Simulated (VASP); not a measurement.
# B6As (R-3m) in VASP: a series of runs

Runs on B6As. Level: r2SCAN. Tasks: single point.

All numbers are computed with VASP 6.6.1; they aren't measurements. Logs are shortened: lines on timing, memory, paths and dates and some standing lists are left out, and cuts for length are marked.

## 1. The cell of the first run

It takes space group R-3m (No. 166, trigonal). The conventional cell has a = 6.242 Å, b = 6.242 Å, c = 12.170 Å, α = 90.00°, β = 90.00°, γ = 120.00°. Within 2.4 Å of B (site symmetry m) lie 6 B at 1.80 to 1.94 Å. B (site symmetry m) has 5 B at 1.76 to 1.84 Å and 1 As at 2.04 Å within 2.3 Å. As (site symmetry 3m) has 3 B at 2.04 Å and 1 As at 2.44 Å within 2.7 Å.

## 2. Single point, r2SCAN (9.78 Å³/atom)

File POSCAR:

```
B6As
1.0
    3.1210320011      1.8019286660      4.0565295706
   -3.1210320011      1.8019286660      4.0565295706
    0.0000000000     -3.6038573320      4.0565295706
B As
12 2
Direct
    0.0138243008      0.0138243008      0.3244266208
    0.0138243008      0.3244266208      0.0138243008
    0.8223628415      0.2717414181      0.8223628415
    0.8223628415      0.8223628415      0.2717414181
    0.2717414181      0.8223628415      0.8223628415
    0.7282585819      0.1776371585      0.1776371585
    0.1776371585      0.7282585819      0.1776371585
    0.1776371585      0.1776371585      0.7282585819
    0.9861756992      0.6755733792      0.9861756992
    0.9861756992      0.9861756992      0.6755733792
    0.6755733792      0.9861756992      0.9861756992
    0.3244266208      0.0138243008      0.0138243008
    0.6000495787      0.6000495787      0.6000495787
    0.3999504213      0.3999504213      0.3999504213
```

File INCAR.step1:

```
PREC     = Accurate       # precision mode
ENCUT    = 520            # plane-wave cutoff, eV
ISMEAR   = 0              # smearing method
SIGMA    = 0.02           # smearing width, eV
LREAL    = False          # projectors in reciprocal space
LASPH    = True           # aspherical terms in the spheres
NELM     = 100            # most SCF steps
NBANDS   = 36             # bands
GGA      = PE             # functional
ALGO     = Normal         # electronic algorithm
EDIFF    = 1E-4           # SCF threshold, eV
LWAVE    = True           # write WAVECAR
LCHARG   = False          # write CHGCAR
```

File INCAR.step2:

```
PREC     = Accurate       # precision mode
ENCUT    = 520            # plane-wave cutoff, eV
EDIFF    = 1E-6           # SCF threshold, eV
ISMEAR   = 0              # smearing method
SIGMA    = 0.02           # smearing width, eV
LREAL    = False          # projectors in reciprocal space
LASPH    = True           # aspherical terms in the spheres
NELM     = 100            # most SCF steps
ALGO     = Normal         # electronic algorithm
ISIF     = 2              # what is computed and relaxed
LWAVE    = False          # write WAVECAR
LCHARG   = False          # write CHGCAR
METAGGA  = R2SCAN         # meta-GGA
LMIXTAU  = True         
NBANDS   = 36             # bands
ISTART   = 1
```

File KPOINTS:

```
Automatic mesh
0
Gamma
  6 6 6
```

Potentials or basis: VASP PAW PBE potentials, release 64 (B, As).

Run with:

```console
$ cat potpaw_PBE.64/B/POTCAR potpaw_PBE.64/As/POTCAR > POTCAR
$ cp INCAR.step1 INCAR
$ mpirun -np 1 vasp_std > vasp.out
$ cp INCAR.step2 INCAR
$ mpirun -np 1 vasp_std > vasp.out
```

OUTCAR:

```text
PREC = Accurate
   ENCUT = 520
   EDIFF = 1E-6
   ISMEAR = 0
   LREAL = False
   LASPH = True
   NELM = 100
   ISIF = 2
   METAGGA = R2SCAN
   ISTART = 1

 ion  position               nearest neighbor table
   1  0.014  0.014  0.324-   6 1.80   7 1.80  10 1.82   4 1.84   2 1.94  12 1.94
   2  0.014  0.324  0.014-   8 1.80   6 1.80   9 1.82   3 1.84  12 1.94   1 1.94
   3  0.822  0.272  0.822-   8 1.76   6 1.76  10 1.80  11 1.80   2 1.84  13 2.04
   4  0.822  0.822  0.272-   6 1.76   7 1.76   9 1.80  11 1.80   1 1.84  13 2.04
   5  0.272  0.822  0.822-   8 1.76   7 1.76  10 1.80   9 1.80  12 1.84  13 2.04
   6  0.728  0.178  0.178-   4 1.76   3 1.76   1 1.80   2 1.80  11 1.84  14 2.04
   7  0.178  0.728  0.178-   4 1.76   5 1.76   1 1.80  12 1.80   9 1.84  14 2.04
   8  0.178  0.178  0.728-   3 1.76   5 1.76   2 1.80  12 1.80  10 1.84  14 2.04
   9  0.986  0.676  0.986-   4 1.80   5 1.80   2 1.82   7 1.84  11 1.94  10 1.94
  10  0.986  0.986  0.676-   3 1.80   5 1.80   1 1.82   8 1.84   9 1.94  11 1.94
  11  0.676  0.986  0.986-   4 1.80   3 1.80  12 1.82   6 1.84   9 1.94  10 1.94
  12  0.324  0.014  0.014-   8 1.80   7 1.80  11 1.82   5 1.84   2 1.94   1 1.94
  13  0.600  0.600  0.600-   3 2.04   5 2.04   4 2.04  14 2.44
  14  0.400  0.400  0.400-   6 2.04   7 2.04   8 2.04  13 2.44

  LATTYP: Found a trigonal (rhomboedric) cell.
 ALAT       =     5.4261606893
 COS(alpha) =     0.3383304673

  Lattice vectors:

 A1 = (   3.1210320011,   1.8019286660,   4.0565295706)
 A2 = (  -3.1210320011,   1.8019286660,   4.0565295706)
 A3 = (   0.0000000000,  -3.6038573320,   4.0565295706)

Analysis of symmetry for initial positions (statically):
=====================================================================
 Subroutine PRICEL returns:
 Original cell was already a primitive cell.

 Routine SETGRP: Setting up the symmetry group for a
 trigonal (rhombohedral) supercell.

 Subroutine GETGRP returns: Found 12 space group operations
 (whereof 12 operations were pure point group operations)
 out of a pool of 12 trial point group operations.

The static configuration has the point symmetry D_3d.

Analysis of symmetry for dynamics (positions and initial velocities):
=====================================================================
 Subroutine PRICEL returns:
 Original cell was already a primitive cell.

 Routine SETGRP: Setting up the symmetry group for a
 trigonal (rhombohedral) supercell.

 Subroutine GETGRP returns: Found 12 space group operations
 (whereof 12 operations were pure point group operations)
 out of a pool of 12 trial point group operations.

The dynamic configuration has the point symmetry D_3d.

[... 140 lines left out ...]
   IMIX   =      4    mixing-type and parameters
     AMIX     =   0.40;   BMIX     =  1.00
     AMIX_MAG =   1.60;   BMIX_MAG =  1.00
  volume/ion in A,a.u.               =       9.78        65.98
  Fermi-wavevector in a.u.,A,eV,Ry     =   1.138187  2.150861 17.625928  1.295469
  Thomas-Fermi vector in A             =   2.274891
   LORBIT       =      0    0 simple, 1 ext, 2 COOP (PROOUT), +10 PAW based schemes
   METAGGA = R2SCAN    functional components
   LHFCALC =     F    Hartree Fock is set to
   AEXX    =    0.0000 exact exchange contribution
   IVDW    =     0    specifies the selected vdW correction
   LEPSILON=     F    determine dielectric tensor
   LRPA    =     F    only Hartree local field effects (RPA)
 non-spin polarized calculation
 Gauss-broadening in eV      SIGMA  =   0.02
  energy-cutoff  :      520.00
  volume of cell :      136.88
 maximum number of plane-waves:      3717
   NGX = 21   NGY = 21   NGZ = 21

 number of electron      45.9999996 magnetization

 Free energy of the ion-electron system (eV)
  ---------------------------------------------------
  ext. energy  EPLUGINS =         0.00000000
  ---------------------------------------------------
  free energy    TOTEN  =      -120.23344050 eV

  energy without entropy =     -120.23344050  energy(sigma->0) =     -120.23344050

 E-fermi :   4.0278     XC(G=0): -11.3938

 val. band max:        3.9310426806   @ k =   0.5000   0.5000   0.5000
 cond. band min:       6.5006735973   @ k =   0.5000   0.5000   0.5000
 fundamental gap:      2.5696309167
 Fermi energy:         4.0277705599

 k-point     1 :       0.0000    0.0000    0.0000
  band No.  band energies     occupation
      1     -11.2381      2.00000
      2      -8.0918      2.00000
      3      -6.5895      2.00000
      4      -6.5895      2.00000
      5      -6.4277      2.00000
      6      -5.2941      2.00000
[... 901 lines left out ...]
     34      12.4142      0.00000
     35      12.7065      0.00000

 [... further k-points ...]

 [bands above 35 left out]

------------------------ aborting loop because EDIFF is reached ----------------------------------------

  FORCE on cell =-STRESS in cart. coord.  units (eV):
  Direction    XX          YY          ZZ          XY          YZ          ZX
  --------------------------------------------------------------------------------------
  -------------------------------------------------------------------------------------
  Total       -8.3381555     -8.3381555     -8.3654355      0.0000000      0.0000000      0.0000000
  in kB      -97.5975374    -97.5975374    -97.9168486      0.0000000      0.0000000      0.0000000
  external PRESSURE =     -97.7039744 kB  Pullay stress =       0.0000000 kB

 VOLUME and BASIS-vectors are now :
 -----------------------------------------------------------------------------
  energy-cutoff  :      520.00
  volume of cell :      136.88
      direct lattice vectors                 reciprocal lattice vectors
     3.121032001  1.801928666  4.056529571     0.160203420  0.092493488  0.082172046
    -3.121032001  1.801928666  4.056529571    -0.160203420  0.092493488  0.082172046
     0.000000000 -3.603857332  4.056529571     0.000000000 -0.184986975  0.082172046

 POSITION                                       TOTAL-FORCE (eV/Angst)
 -----------------------------------------------------------------------------------
      0.00000     -1.11937      1.42820         0.000000     -0.001341      0.010941
     -0.96940      0.55968      1.42820        -0.001161      0.000670      0.010941
      1.71851     -0.99218      7.77421        -0.001539      0.000889     -0.000462
      0.00000      1.98436      7.77421         0.000000     -0.001778     -0.000462
     -1.71851     -0.99218      7.77421         0.001539      0.000889     -0.000462
      1.71851      0.99218      4.39538        -0.001539     -0.000889      0.000462
     -1.71851      0.99218      4.39538         0.001539     -0.000889      0.000462
      0.00000     -1.98436      4.39538         0.000000      0.001778      0.000462
      0.96940     -0.55968     10.74139         0.001161     -0.000670     -0.010941
      0.00000      1.11937     10.74139         0.000000      0.001341     -0.010941
     -0.96940     -0.55968     10.74139        -0.001161     -0.000670     -0.010941
      0.96940      0.55968      1.42820         0.001161      0.000670      0.010941
      0.00000      0.00000      7.30236         0.000000     -0.000000      0.004957
      0.00000      0.00000      4.86723         0.000000      0.000000     -0.004957
 -----------------------------------------------------------------------------------
    total drift:                                0.000000      0.000000     -0.000000

  FREE ENERGIE OF THE ION-ELECTRON SYSTEM (eV)
  ---------------------------------------------------
  free  energy   TOTEN  =      -120.2334404956 eV

  energy  without entropy=     -120.2334404956  energy(sigma->0) =     -120.23344050
```

OUTCAR.step1:

```text
PREC = Accurate
   ENCUT = 520
   ISMEAR = 0
   LREAL = False
   LASPH = True
[... 1182 lines left out ...]
     -0.96940     -0.55968     10.74139         0.003663      0.002115     -0.020809
      0.96940      0.55968      1.42820        -0.003663     -0.002115      0.020809
      0.00000      0.00000      7.30236        -0.000000      0.000000      0.121341
      0.00000      0.00000      4.86723        -0.000000      0.000000     -0.121341
 -----------------------------------------------------------------------------------
    total drift:                                0.000000      0.000000     -0.000000

  FREE ENERGIE OF THE ION-ELECTRON SYSTEM (eV)
  ---------------------------------------------------
  free  energy   TOTEN  =       -92.0277671335 eV

  energy  without entropy=      -92.0277671335  energy(sigma->0) =      -92.02776713
```

OSZICAR.step1:

```text
N       E                     dE             d eps       ncg     rms          rms(c)
DAV:   1     0.120504631290E+03    0.12050E+03   -0.20589E+04  2304   0.114E+03
DAV:   2    -0.891208077610E+02   -0.20963E+03   -0.19595E+03  2960   0.213E+02
DAV:   3    -0.986937037684E+02   -0.95729E+01   -0.94749E+01  3020   0.426E+01
DAV:   4    -0.988043507124E+02   -0.11065E+00   -0.11043E+00  3120   0.475E+00
DAV:   5    -0.988056769661E+02   -0.13263E-02   -0.13257E-02  3028   0.494E-01    0.120E+01
DAV:   6    -0.928556984113E+02    0.59500E+01   -0.87240E+00  2728   0.139E+01    0.645E+00
DAV:   7    -0.920476533281E+02    0.80805E+00   -0.37242E+00  2976   0.863E+00    0.260E+00
DAV:   8    -0.920327263435E+02    0.14927E-01   -0.69527E-01  2696   0.378E+00    0.980E-01
DAV:   9    -0.920263704151E+02    0.63559E-02   -0.42932E-02  2836   0.102E+00    0.493E-01
DAV:  10    -0.920276670218E+02   -0.12966E-02   -0.13792E-02  2960   0.524E-01    0.153E-01
DAV:  11    -0.920276745550E+02   -0.75332E-05   -0.25621E-03  2748   0.246E-01    0.897E-02
DAV:  12    -0.920277671335E+02   -0.92578E-04   -0.39791E-04  2704   0.101E-01
   1 F= -.92027767E+02 E0= -.92027767E+02  d E =-.143919E-11
```

It took 6.8 min on 1 thread of AMD EPYC 9R14 (Zen 4), shared host; peak memory 0.29 GiB.

Results:

| Property | Result |
| --- | --- |
| Free energy | -120.2334 eV |
| Pressure | -9.8 GPa |
| Largest force | 0.011 eV/Å |
| Band gap on the k mesh | 2.57 eV |

Forces on the atoms (eV/Å):
```
B    0.000 -0.001  0.011
B   -0.001  0.001  0.011
B   -0.002  0.001  0.000
B    0.000 -0.002  0.000
B    0.002  0.001  0.000
B   -0.002 -0.001  0.000
B    0.002 -0.001  0.000
B    0.000  0.002  0.000
B    0.001 -0.001 -0.011
B    0.000  0.001 -0.011
B   -0.001 -0.001 -0.011
B    0.001  0.001  0.011
As   0.000  0.000  0.005
As   0.000  0.000 -0.005
```

Levels at points of the mesh, in eV from the valence-band top:
```
           k point  band 21  band 22  band 23  band 24  band 25  band 26
(0.00, 0.00, 0.00)    -0.26    -0.13    -0.13     4.57     4.97     5.00
(0.50, 0.00, 0.00)    -1.39    -1.10    -0.17     2.80     4.34     4.95
(0.50, 0.50, 0.00)    -1.01    -0.74    -0.32     3.65     4.41     4.95
(0.50, 0.50, 0.50)    -0.85    -0.85     0.00     2.57     3.80     3.95
```

Caveat: the cell stands under tension; the PAW data sets were made with another functional, which shifts forces and pressure a little. A k mesh can miss the band edges.

## 3. Single point, r2SCAN (10.15 Å³/atom)

This run uses another cell than the first one, of 10.15 Å³/atom.

File POSCAR:

```
B6As
1.0
    3.1570928695      1.8227484181      4.1139896495
   -3.1570928695      1.8227484181      4.1139896495
    0.0000000000     -3.6454968361      4.1139896495
B As
12 2
Direct
    0.0130858313      0.0130858313      0.3239591589
    0.0130858313      0.3239591589      0.0130858313
    0.8228473798      0.2709303979      0.8228473798
    0.8228473798      0.8228473798      0.2709303979
    0.2709303979      0.8228473798      0.8228473798
    0.7290696021      0.1771526202      0.1771526202
    0.1771526202      0.7290696021      0.1771526202
    0.1771526202      0.1771526202      0.7290696021
    0.9869141687      0.6760408411      0.9869141687
    0.9869141687      0.9869141687      0.6760408411
    0.6760408411      0.9869141687      0.9869141687
    0.3239591589      0.0130858313      0.0130858313
    0.5999058285      0.5999058285      0.5999058285
    0.4000941715      0.4000941715      0.4000941715
```

File INCAR.step1:

```
SYSTEM = B6As
ALGO = Normal ; EDIFF = 1E-4
ENCUT = 520 ; GGA = PE
ISMEAR = 0 ; LASPH = .TRUE.
LCHARG = .FALSE. ; LREAL = .FALSE.
LWAVE = .TRUE. ; NBANDS = 36
NELM = 60 ; PREC = Accurate
SIGMA = 0.02
```

File INCAR.step2:

```
SYSTEM = B6As
ALGO = Normal ; EDIFF = 1E-6
ENCUT = 520 ; ISIF = 2
ISMEAR = 0 ; ISTART = 1
LASPH = .TRUE. ; LCHARG = .FALSE.
LMIXTAU = .TRUE. ; LREAL = .FALSE.
LWAVE = .FALSE. ; METAGGA = R2SCAN
NBANDS = 36 ; NELM = 60
PREC = Accurate ; SIGMA = 0.02
```

File KPOINTS:

```
k-points
0
G
  6 6 6
  0 0 0
```

Potentials or basis: VASP PAW PBE potentials, release 64 (B, As).

Run with:

```console
$ cat potpaw_PBE.64/B/POTCAR potpaw_PBE.64/As/POTCAR > POTCAR
$ cp INCAR.step1 INCAR
$ mpirun -np 1 vasp_std > vasp.out
$ cp INCAR.step2 INCAR
$ mpirun -np 1 vasp_std > vasp.out
```

It took 8.2 min on 1 thread of AMD EPYC 9R14 (Zen 4), shared host; peak memory 0.33 GiB.

It converged, with:

```
Free energy            : -119.8334 eV
Pressure               : -15.0 GPa
Largest force          : 0.009 eV/Å
Band gap on the k mesh : 2.32 eV
```

Forces in eV/Å, atoms in the order of the input:
```
B    0.000  0.001  0.009
B    0.001  0.000  0.009
B   -0.004  0.002 -0.001
B    0.000 -0.004 -0.001
B    0.004  0.002 -0.001
B   -0.004 -0.002  0.001
B    0.004 -0.002  0.001
B    0.000  0.004  0.001
B   -0.001  0.000 -0.009
B    0.000 -0.001 -0.009
B    0.001  0.000 -0.009
B   -0.001  0.000  0.009
As   0.000  0.000  0.002
As   0.000  0.000 -0.002
```

Levels at points of the mesh, in eV from the valence-band top:
| k point | band 21 | band 22 | band 23 | band 24 | band 25 | band 26 |
| --- | --- | --- | --- | --- | --- | --- |
| (0.00, 0.00, 0.00) | -0.29 | -0.15 | -0.15 | 4.43 | 4.77 | 4.94 |
| (0.50, 0.00, 0.00) | -1.37 | -1.06 | -0.19 | 2.75 | 4.26 | 4.94 |
| (0.50, 0.50, 0.00) | -0.99 | -0.73 | -0.33 | 3.63 | 4.18 | 4.86 |
| (0.50, 0.50, 0.50) | -0.85 | -0.85 | 0.00 | 2.32 | 3.70 | 3.91 |

Caveat: the cell stands under tension; the PAW data sets were made with another functional, which shifts forces and pressure a little. A k mesh can miss the band edges.
